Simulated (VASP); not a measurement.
Set up this calculation in VASP 6.6.1, as the native input.

```
Task                   : single point
Functional             : PBEsol
Potentials or basis    : VASP PAW PBE potentials, release 64 (Ti_sv, Al)
Cutoff                 : 520 eV
k mesh                 : 12 × 12 × 12
Occupations            : gaussian, width 0.15 eV
Spin                   : collinear spin
Starting moments       : [0.2, 0.2, 0.2, 0.0] μB
Fixed moment           : 0.6 μB
Dipole correction      : no
Further INCAR settings : ALGO = Fast; EDIFF = 1e-06; NBANDS = 32
```

The structure of Ti3Al lies in POSCAR:

```
Ti3Al
1.0
    0.0000000000      3.2562326158      3.2562326158
    3.2562326158      0.0000000000      3.2562326158
    3.2562326158      3.2562326158      0.0000000000
Ti Al
3 1
Direct
    0.7500000000      0.7500000000      0.7500000000
    0.2500000000      0.2500000000      0.2500000000
    0.0000000000      0.0000000000      0.0000000000
    0.5000000000      0.5000000000      0.5000000000
```

These files were run (other wordings do the same):

INCAR

```
SYSTEM = Ti3Al
PREC     = Accurate       ! precision mode
ENCUT    = 520            ! plane-wave cutoff, eV
EDIFF    = 1E-6           ! SCF threshold, eV
ISMEAR   = 0              ! smearing method
SIGMA    = 0.15           ! smearing width, eV
LREAL    = .FALSE.        ! projectors in reciprocal space
LASPH    = .TRUE.         ! aspherical terms in the spheres
NELM     = 150            ! most SCF steps
ALGO     = Fast           ! electronic algorithm
ISIF     = 2              ! what is computed and relaxed
LWAVE    = .FALSE.        ! write WAVECAR
LCHARG   = .FALSE.        ! write CHGCAR
ISPIN    = 2              ! spin polarisation
MAGMOM   = 0.2 0.2 0.2 0  ! initial moments
LORBIT   = 11             ! projections on sites
NUPDOWN  = 0.6            ! fixed moment
LMAXMIX  = 4              ! l up to which the mixer works
GGA      = PS             ! functional
NBANDS   = 32             ! bands
```

KPOINTS

```
regular mesh
0
G
  12 12 12
  0 0 0
```

Potentials or basis: VASP PAW PBE potentials, release 64 (Ti_sv, Al).

Command:

```bash
$ cat potpaw_PBE.64/Ti_sv/POTCAR potpaw_PBE.64/Al/POTCAR > POTCAR
$ mpirun -np 1 vasp_std > vasp.out
```

It gave:

```json
{
 "Pressure": "-6.9 GPa",
 "Net moment": "0.60 μB per cell",
 "Site moments": "Ti +0.02, +0.43 (each value once); Al -0.01 μB",
 "Valence electrons inside the program's atomic spheres": "Ti 10.22, 10.29 (each value once); Al 0.81"
}
```

Caveat: the cell stands under tension; the PAW data sets were made with another functional, which shifts forces and pressure a little; the total moment is fixed, so each spin has its own Fermi level.

Wall time 7 min on 1 thread of Intel(R) Xeon(R) 6975P-C (Granite Rapids), on a shared host, peak memory 0.38 GiB.
